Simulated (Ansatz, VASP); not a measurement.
## BN in VASP and in Ansatz

File INCAR:

```
  ALGO = Normal
  EDIFF = 1E-7
  ENCUT = 520
  GGA = PE
  ISIF = 2
  ISMEAR = 0
  LASPH = True
  LCHARG = False
  LREAL = False
  LWAVE = False
  NBANDS = 16
  NELM = 80
  PREC = Accurate
  SIGMA = 0.02
```

Contents of KPOINTS:

```
k-points
0
Gamma
  12 12 6
```

POSCAR

```
BN
1.0
    2.6875106429      0.0000000000      0.0000000000
   -1.3437553215      2.3274524897      0.0000000000
    0.0000000000      0.0000000000      4.1943082165
B N
2 2
Direct
    0.6666666700      0.3333333300      1.0233822518
    0.3333333300      0.6666666700      0.5233822518
    0.6666666700      0.3333333300      0.6016177482
    0.3333333300      0.6666666700      0.1016177482
```

Input for Ansatz:

```yaml
crystal:
  lattice:
    - [2.6875106429, 0.0, 0.0]
    - [-1.3437553215, 2.3274524897, 0.0]
    - [0.0, 0.0, 4.1943082165]
  atoms:
    - { symbol: B, position: [0.66666667, 0.33333333, 1.0233822518] }
    - { symbol: B, position: [0.33333333, 0.66666667, 0.5233822518] }
    - { symbol: "N", position: [0.66666667, 0.33333333, 0.6016177482] }
    - { symbol: "N", position: [0.33333333, 0.66666667, 0.1016177482] }
basis:
  ecutwfc: 420
kpoints:
  mp_grid: { grid: [12, 12, 6] }
hamiltonian:
  xc: pbe
scf:
  occupations: { method: gaussian, width: 0.02 }
output:
  forces: true
  stress: true
  eigenvalues: true
  populations: true
  write_density: true
  write_potential: true
  elf: true
  volumetric_format: npy
```

Alike in both runs: task single point; functional PBE; k mesh 12 × 12 × 6; occupations gaussian, width 0.02 eV; no spin polarisation.

|  | VASP | Ansatz |
| --- | --- | --- |
| version | VASP 6.6.1 | Ansatz 0.2.0 |
| potentials or method | VASP PAW PBE potentials, release 64 (B, N), cutoff 520 eV | scalar-relativistic, plane waves, PAW |
| valence electrons in the cell | 16 | 16 |

VASP gave:

* gap on the k mesh at the Fermi level (eV): 4.17
* least direct gap on the mesh (eV): 5.68
* pressure (GPa): -25.7
* traceless stress, the component that is largest in VASP (GPa): 36.78
* rms of the force components (eV/Å): 1.510

Problem. What did Ansatz give for the same quantities?

Solution. gap on the k mesh at the Fermi level (eV): 4.18; least direct gap on the mesh (eV): 5.67; pressure (GPa): -25.6; traceless stress, the component that is largest in VASP (GPa): 36.94; rms of the force components (eV/Å): 1.506.

Atom by atom the forces differ by 0.005 eV/Å (rms over components). With one functional, cell and mesh, what is left measures potentials, basis and numerics.
